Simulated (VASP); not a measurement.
Wanted: the native input for a VASP 6.6.1 run.

* Task: single point
* Functional: PBEsol
* Potentials or basis: VASP PAW PBE potentials, release 64 (Zn, O)
* Cutoff: 520 eV
* k mesh: 9 × 9 × 4
* Occupations: fermi-dirac, width 0.05 eV
* Spin: no spin polarisation
* Dipole correction: no
* Further INCAR settings: ALGO = Normal; EDIFF = 1e-07; NBANDS = 26

The structure of ZnO lies in POSCAR:

```
ZnO
1.0
    3.3524534747      0.0000000000      0.0000000000
   -1.6762267373      2.9033098741      0.0000000000
    0.0000000000      0.0000000000      7.2702894300
Zn O
2 2
Direct
    0.0000000000      0.0000000000      0.2500000000
    0.0000000000      0.0000000000      0.7500000000
    0.6666666667      0.3333333333      0.7500000000
    0.3333333333      0.6666666667      0.2500000000
```

The input as run:

INCAR

```
ALGO = Normal ; EDIFF = 1E-7
ENCUT = 520 ; GGA = PS
ISIF = 2 ; ISMEAR = -1
LASPH = True ; LCHARG = False
LREAL = False ; LWAVE = False
NBANDS = 26 ; NELM = 80
PREC = Accurate ; SIGMA = 0.05
```

KPOINTS

```
k-points
0
Gamma
  9 9 4
```

Potentials or basis: VASP PAW PBE potentials, release 64 (Zn, O).

Launch:

```bash
$ cat potpaw_PBE.64/Zn/POTCAR potpaw_PBE.64/O/POTCAR > POTCAR
$ mpirun -np 1 vasp_std > vasp.out
```

Results of the run:

| Item | Value |
| --- | --- |
| Pressure | -8.1 GPa |
| Band gap on the k mesh | 0.75 eV |

Caveat: the cell stands under tension; the PAW data sets were made with another functional, which shifts forces and pressure a little; an odd mesh through Γ misses points on the zone boundary, where band edges can lie.

It took 60 s on 1 thread of AMD EPYC 7R13 Processor (Zen 3), with other jobs on the host, peak memory 0.19 GiB.
